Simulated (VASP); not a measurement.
# TaN (P6/mmm) in VASP: a series of runs

TaN is run at these levels: r2SCAN; tasks: single point.

Everything below comes from runs of VASP 6.6.1. Logs are shortened: lines on timing, memory, paths and dates and some standing lists are left out, and cuts for length are marked.

## (1) The cell of the first run

The structure is hexagonal, space group P6/mmm (No. 191). The conventional cell has a = 5.156 Å, b = 5.156 Å, c = 2.888 Å, α = 90.00°, β = 90.00°, γ = 120.00°. Ta (site symmetry 6/mmm) has 6 N at 2.58 Å and 14 Ta at 2.89 to 3.31 Å within 3.4 Å. Within 2.7 Å of Ta (site symmetry -6m2) lie 6 N at 2.07 Å. Within 2.7 Å of N (site symmetry mmm) lie 6 Ta at 2.07 to 2.58 Å and 4 N at 2.58 Å.

## (2) Single point, r2SCAN

POSCAR reads:

```
TaN
1.0
    5.1561600241      0.0000000000      0.0000000000
   -2.5780800120      4.4653656949      0.0000000000
    0.0000000000      0.0000000000      2.8884826334
Ta N
3 3
Direct
    0.0000000000      0.0000000000      0.0000000000
    0.3333333333      0.6666666667      0.5000000000
    0.6666666667      0.3333333333      0.5000000000
    0.5000000000      0.0000000000      0.0000000000
    0.5000000000      0.5000000000      0.0000000000
    0.0000000000      0.5000000000      0.0000000000
```

INCAR.step1 reads:

```
PREC = Accurate ; ENCUT = 660
ISMEAR = 0 ; SIGMA = 0.1
LREAL = False ; LASPH = True
NELM = 120 ; NBANDS = 36
GGA = PE ; ALGO = Normal
EDIFF = 1E-5 ; LWAVE = True
LCHARG = False ; GGA_COMPAT = False
```

INCAR.step2 reads:

```
PREC = Accurate ; ENCUT = 660
EDIFF = 1E-6 ; ISMEAR = 0
SIGMA = 0.1 ; LREAL = False
LASPH = True ; NELM = 120
ALGO = Normal ; ISIF = 2
LWAVE = False ; LCHARG = False
METAGGA = R2SCAN ; LMIXTAU = True
NBANDS = 36 ; ISTART = 1
GGA_COMPAT = False
```

KPOINTS reads:

```
regular mesh
0
Gamma
  5 5 8
```

Potentials or basis: VASP PAW PBE potentials, release 64 (Ta_sv_GW, N).

On the command line:

```bash
$ cat potpaw_PBE.64/Ta_sv_GW/POTCAR potpaw_PBE.64/N/POTCAR > POTCAR
$ cp INCAR.step1 INCAR
$ mpirun -np 1 vasp_std > vasp.out
$ cp INCAR.step2 INCAR
$ mpirun -np 1 vasp_std > vasp.out
```

OUTCAR:

```text
PREC = Accurate
   ENCUT = 660
   EDIFF = 1E-6
   ISMEAR = 0
   LREAL = False
   LASPH = True
   NELM = 120
   ISIF = 2
   METAGGA = R2SCAN
   ISTART = 1

 ion  position               nearest neighbor table
   1  0.000  0.000  0.000-
   2  0.333  0.667  0.500-   6 2.07   6 2.07   5 2.07   5 2.07   4 2.07   4 2.07   3 2.98   3 2.98
                             3 2.98
   3  0.667  0.333  0.500-   6 2.07   6 2.07   5 2.07   5 2.07   4 2.07   4 2.07   2 2.98   2 2.98
                             2 2.98
   4  0.500  0.000  0.000-   2 2.07   3 2.07   2 2.07   3 2.07
   5  0.500  0.500  0.000-   2 2.07   3 2.07   2 2.07   3 2.07
   6  0.000  0.500  0.000-   2 2.07   3 2.07   2 2.07   3 2.07

  LATTYP: Found a hexagonal cell.
 ALAT       =     5.1561600241
 C/A-ratio  =     0.5602003468

  Lattice vectors:

 A1 = (   5.1561600241,   0.0000000000,   0.0000000000)
 A2 = (  -2.5780800120,   4.4653656949,   0.0000000000)
 A3 = (   0.0000000000,   0.0000000000,   2.8884826334)

Analysis of symmetry for initial positions (statically):
=====================================================================
 Subroutine PRICEL returns:
 Original cell was already a primitive cell.

 Routine SETGRP: Setting up the symmetry group for a
 hexagonal supercell.

 Subroutine GETGRP returns: Found 24 space group operations
 (whereof 24 operations were pure point group operations)
 out of a pool of 24 trial point group operations.

The static configuration has the point symmetry D_6h.

Analysis of symmetry for dynamics (positions and initial velocities):
=====================================================================
 Subroutine PRICEL returns:
 Original cell was already a primitive cell.

 Routine SETGRP: Setting up the symmetry group for a
 hexagonal supercell.

 Subroutine GETGRP returns: Found 24 space group operations
 (whereof 24 operations were pure point group operations)
 out of a pool of 24 trial point group operations.

The dynamic configuration has the point symmetry D_6h.

 Subroutine INISYM returns: Found 24 space group operations
 (whereof 24 operations are pure point group operations),
 and found     1 'primitive' translations

----------------------------------------------------------------------------------------

                                     Primitive cell

  volume of cell :      66.5048

  direct lattice vectors                    reciprocal lattice vectors
     5.156160024  0.000000000  0.000000000     0.193942778  0.111972912  0.000000000
    -2.578080012  4.465365695  0.000000000     0.000000000  0.223945824  0.000000000
     0.000000000  0.000000000  2.888482633     0.000000000  0.000000000  0.346202532

  length of vectors
     5.156160024  5.156160135  2.888482633     0.223945829  0.223945824  0.346202532

  position of ions in fractional coordinates (direct lattice)
     0.000000000  0.000000000  0.000000000
     0.333333333  0.666666667  0.500000000
     0.666666667  0.333333333  0.500000000
     0.500000000  0.000000000  0.000000000
     0.500000000  0.500000000  0.000000000
     1.000000000  0.500000000  0.000000000

  ion indices of the primitive-cell ions
   primitive index   ion index
                 1           1
                 2           2
                 3           3
                 4           4
                 5           5
                 6           6

----------------------------------------------------------------------------------------

 KPOINTS: regular mesh

Automatic generation of k-mesh.
 Grid dimensions read from file:
 generate k-points for:    5    5    8

 Generating k-lattice:

  Cartesian coordinates                     Fractional coordinates (reciprocal lattice)
     0.038788556  0.022394582  0.000000000     0.200000000  0.000000000  0.000000000
     0.000000000  0.044789165  0.000000000     0.000000000  0.200000000  0.000000000
     0.000000000  0.000000000  0.043275316     0.000000000  0.000000000  0.125000000

  Length of vectors
     0.044789166  0.044789165  0.043275316

  Shift w.r.t. Gamma in fractional coordinates (k-lattice)
     0.000000000  0.000000000  0.000000000

 Subroutine IBZKPT returns following result:
 ===========================================

 Found     25 irreducible k-points:

 Following reciprocal coordinates:
            Coordinates               Weight
  0.000000  0.000000  0.000000      1.000000
  0.200000  0.000000  0.000000      6.000000
  0.400000 -0.000000  0.000000      6.000000
  0.200000  0.200000  0.000000      6.000000
  0.400000  0.200000  0.000000      6.000000
  0.000000  0.000000  0.125000      2.000000
[... 16 lines left out ...]
  0.400000 -0.000000  0.500000      6.000000
  0.200000  0.200000  0.500000      6.000000
   k-points           NKPTS =     25   k-points in BZ     NKDIM =     25   number of bands    NBANDS=     36
   number of dos      NEDOS =    301   number of ions     NIONS =      6
   total plane-waves  NPLWV =  55296
   dimension x,y,z NGX =    48 NGY =   48 NGZ =   24
   dimension x,y,z NGXF=    96 NGYF=   96 NGZF=   48
   ions per type =               3   3
   NGX,Y,Z   is equivalent  to a cutoff of  15.48, 15.48, 13.81 a.u.
   NGXF,Y,Z  is equivalent  to a cutoff of  30.95, 30.95, 27.63 a.u.
 SYSTEM =  unknown system
   PREC   = accura    normal or accurate (medium, high low for compatibility)
   ISTART =      1    job   : 0-new  1-cont  2-samecut
   ICHARG =      0    charge: 1-file 2-atom 10-const
   ISPIN  =      1    spin polarized calculation?
   LNONCOLLINEAR =      F non collinear calculations
   LSORBIT =      F    spin-orbit coupling
   LASPH  =      T    aspherical Exc in radial PAW
   ENCUT  =  660.0 eV  48.51 Ry    6.96 a.u.  10.80 10.80  6.05*2*pi/ulx,y,z
   NELM   =    120;   NELMIN=  2; NELMDL=  0     # of ELM steps
   EDIFF  = 0.1E-05   stopping-criterion for ELM
   LREAL  =      F    real-space projection
   EDIFFG = 0.1E-04   stopping-criterion for IOM
   NSW    =      0    number of steps for IOM
   IBRION =     -1    ionic relax: 0-MD 1-quasi-New 2-CG
   NFREE  =      0    steps in history (QN), initial steepest desc. (CG)
   ISIF   =      2    stress and relaxation
   ISYM   =      2    0-nonsym 1-usesym 2-fastsym
   POTIM  = 0.5000    time-step for ionic-motion
   TEBEG  =    0.0;   TEEND  =   0.0 temperature during run
   PSTRESS=    0.0 pullay stress
   NELECT =      54.0000    total number of electrons
   NUPDOWN=      -1.0000    fix difference up-down
   EMIN   =  10.00;   EMAX   =-10.00  energy-range for DOS
   EFERMI =   0.00;   METHOD = LEGACY
   ISMEAR =     0;   SIGMA  =   0.10  broadening in eV -4-tet -1-fermi 0-gaus
   EFERMI_NEDOS =   21; number of points for ismear=-14 and -15
   IALGO  =     38    algorithm
   IMIX   =      4    mixing-type and parameters
     AMIX     =   0.40;   BMIX     =  1.00
     AMIX_MAG =   1.60;   BMIX_MAG =  1.00
  volume/ion in A,a.u.               =      11.08        74.80
  Fermi-wavevector in a.u.,A,eV,Ry     =   1.527291  2.886161 31.737177  2.332617
  Thomas-Fermi vector in A             =   2.635207
   LORBIT       =      0    0 simple, 1 ext, 2 COOP (PROOUT), +10 PAW based schemes
   METAGGA = R2SCAN    functional components
   LHFCALC =     F    Hartree Fock is set to
   AEXX    =    0.0000 exact exchange contribution
   IVDW    =     0    specifies the selected vdW correction
   LEPSILON=     F    determine dielectric tensor
   LRPA    =     F    only Hartree local field effects (RPA)
 non-spin polarized calculation
 Gauss-broadening in eV      SIGMA  =   0.10
  energy-cutoff  :      660.00
  volume of cell :       66.50
 maximum number of plane-waves:      2582
 NGX is ok and might be reduce to    48
   NGX = 21   NGY = 21   NGZ = 13

 number of electron      53.9999995 magnetization

 Free energy of the ion-electron system (eV)
  ---------------------------------------------------
  ext. energy  EPLUGINS =         0.00000000
  ---------------------------------------------------
  free energy    TOTEN  =      -186.03806998 eV

  energy without entropy =     -186.03606887  energy(sigma->0) =     -186.03706942

 E-fermi :  12.5361     XC(G=0): -14.4628

 val. band max:       12.4798630835   @ k =   0.0000   0.0000   0.3750
 cond. band min:      12.6436315718   @ k =   0.2000   0.0000   0.2500
 fundamental gap:      0.1637684883
 Fermi energy:        12.5361238757

 k-point     1 :       0.0000    0.0000    0.0000
  band No.  band energies     occupation
      1     -58.9055      2.00000
      2     -58.8507      2.00000
      3     -58.4838      2.00000
      4     -25.0900      2.00000
      5     -25.0900      2.00000
      6     -24.6571      2.00000
[... 28 lines left out ...]
     35      15.9549      0.00000
     36      15.9549      0.00000

 k-point     2 :       0.2000    0.0000    0.0000
  band No.  band energies     occupation
      1     -58.9007      2.00000
      2     -58.8552      2.00000
      3     -58.4840      2.00000
      4     -25.1202      2.00000
      5     -25.0695      2.00000
      6     -24.6375      2.00000
[... 28 lines left out ...]
     35      16.1275      0.00000
     36      16.3130      0.00000

 k-point     3 :       0.4000   -0.0000    0.0000
  band No.  band energies     occupation
      1     -58.8899      2.00000
      2     -58.8659      2.00000
      3     -58.4843      2.00000
      4     -25.1616      2.00000
      5     -24.9871      2.00000
      6     -24.7077      2.00000
[... 28 lines left out ...]
     35      16.3610      0.00000
     36      16.5339      0.00000

 k-point     4 :       0.2000    0.2000    0.0000
  band No.  band energies     occupation
      1     -58.8926      2.00000
      2     -58.8632      2.00000
      3     -58.4842      2.00000
      4     -25.1403      2.00000
      5     -25.0246      2.00000
      6     -24.6897      2.00000
[... 28 lines left out ...]
     35      16.1903      0.00000
     36      16.3635      0.00000

 k-point     5 :       0.4000    0.2000    0.0000
  band No.  band energies     occupation
      1     -58.8834      2.00000
      2     -58.8723      2.00000
      3     -58.4844      2.00000
      4     -25.1490      2.00000
      5     -24.9416      2.00000
      6     -24.8053      2.00000
[... 655 lines left out ...]
 k-point    22 :       0.2000    0.0000    0.5000
  band No.  band energies     occupation
      1     -58.8466      2.00000
      2     -58.8034      2.00000
      3     -58.4385      2.00000
      4     -25.4234      2.00000
      5     -25.1934      2.00000
      6     -24.9142      2.00000
[... 28 lines left out ...]
     35      16.9730      0.00000
     36      17.4870      0.00000

 k-point    23 :       0.4000   -0.0000    0.5000
  band No.  band energies     occupation
      1     -58.8365      2.00000
      2     -58.8135      2.00000
      3     -58.4385      2.00000
      4     -25.3835      2.00000
      5     -25.2473      2.00000
      6     -24.9303      2.00000
[... 28 lines left out ...]
     35      17.0786      0.00000
     36      18.3955      0.00000

 k-point    24 :       0.2000    0.2000    0.5000
  band No.  band energies     occupation
      1     -58.8390      2.00000
      2     -58.8110      2.00000
      3     -58.4385      2.00000
      4     -25.3922      2.00000
      5     -25.2362      2.00000
      6     -24.9402      2.00000
[... 28 lines left out ...]
     35      16.7699      0.00000
     36      18.2535      0.00000

 [... further k-points ...]
[... 5 lines left out ...]
  --------------------------------------------------------------------------------------
  -------------------------------------------------------------------------------------
  Total        4.9353031      4.9353034      5.5256741      0.0000000     -0.0000000      0.0000000
  in kB      118.8970914    118.8970982    133.1198049      0.0000000     -0.0000000      0.0000000
  external PRESSURE =     123.6379982 kB  Pullay stress =       0.0000000 kB

 VOLUME and BASIS-vectors are now :
 -----------------------------------------------------------------------------
  energy-cutoff  :      660.00
  volume of cell :       66.50
      direct lattice vectors                 reciprocal lattice vectors
     5.156160024  0.000000000  0.000000000     0.193942778  0.111972912  0.000000000
    -2.578080012  4.465365695  0.000000000     0.000000000  0.223945824  0.000000000
     0.000000000  0.000000000  2.888482633     0.000000000  0.000000000  0.346202532

 POSITION                                       TOTAL-FORCE (eV/Angst)
 -----------------------------------------------------------------------------------
      0.00000      0.00000      0.00000        -0.000000      0.000000      0.000000
     -0.00000      2.97691      1.44424        -0.000000      0.000000      0.000000
      2.57808      1.48846      1.44424         0.000000     -0.000000      0.000000
      2.57808      0.00000      0.00000        -0.000000      0.000000      0.000000
      1.28904      2.23268      0.00000        -0.000000      0.000000      0.000000
     -1.28904      2.23268      0.00000        -0.000000      0.000000      0.000000
 -----------------------------------------------------------------------------------
    total drift:                               -0.000000      0.000000     -0.000000

  FREE ENERGIE OF THE ION-ELECTRON SYSTEM (eV)
  ---------------------------------------------------
  free  energy   TOTEN  =      -186.0380699779 eV

  energy  without entropy=     -186.0360688684  energy(sigma->0) =     -186.03706942
```

Run time: 4.1 min. Hardware: 1 thread of Intel Xeon Platinum 8488C (Sapphire Rapids), shared host; peak memory 0.27 GiB.

What came out:

```
Free energy            : -186.0381 eV
Pressure               : 12.4 GPa
Band gap on the k mesh : zero (band 27 reaches 13.58 eV, above the bottom of band 28 at 11.31 eV)
```

Caveat: the PAW data sets were made with another functional, which shifts forces and pressure a little; spin-orbit coupling is left out, which moves the levels of the heavy elements.

[end of part 1 of 2]
